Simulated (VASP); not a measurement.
## NbTe: single point with PBEsol

Crystal: NbTe.

```
CELL_PARAMETERS angstrom
3.70297 0.00000 0.00000
-1.85149 3.20687 0.00000
0.00000 0.00000 3.69421
ATOMIC_POSITIONS crystal
Te 0.66667 0.33333 0.00000
Nb 0.00000 0.00000 0.50000
```

```yaml
Program: VASP 6.6.1
Task: single point
Functional: PBEsol
Potentials_or_basis: VASP PAW PBE potentials, release 64 (Te, Nb_sv)
Cutoff: 520 eV
k_mesh: 8 × 8 × 7
Occupations: fermi-dirac, width 0.05 eV
Spin: no spin polarisation
```

| Item | Value |
| --- | --- |
| Pressure | -5.3 GPa |

Levels at points of the mesh, in eV from the Fermi level:
| k point | band 6 | band 7 | band 8 | band 9 | band 10 | band 11 | band 12 | band 13 | band 14 | band 15 |
| --- | --- | --- | --- | --- | --- | --- | --- | --- | --- | --- |
| (0.00, 0.00, 0.00) | -3.16 | -3.16 | -3.02 | -2.35 | 0.13 | 0.13 | 2.44 | 2.44 | 2.80 | 5.87 |
| (0.50, 0.00, 0.00) | -7.21 | -3.84 | -2.66 | -2.60 | -0.20 | 1.23 | 1.49 | 3.02 | 3.78 | 5.68 |

Run time: 15 s on 1 thread of AMD EPYC 9R45 96-Core Processor (Zen 5) (shared host), peak memory 0.14 GiB.

Caveat: the PAW data sets were made with another functional, which shifts forces and pressure a little; spin-orbit coupling is left out, which moves the levels of the heavy elements.
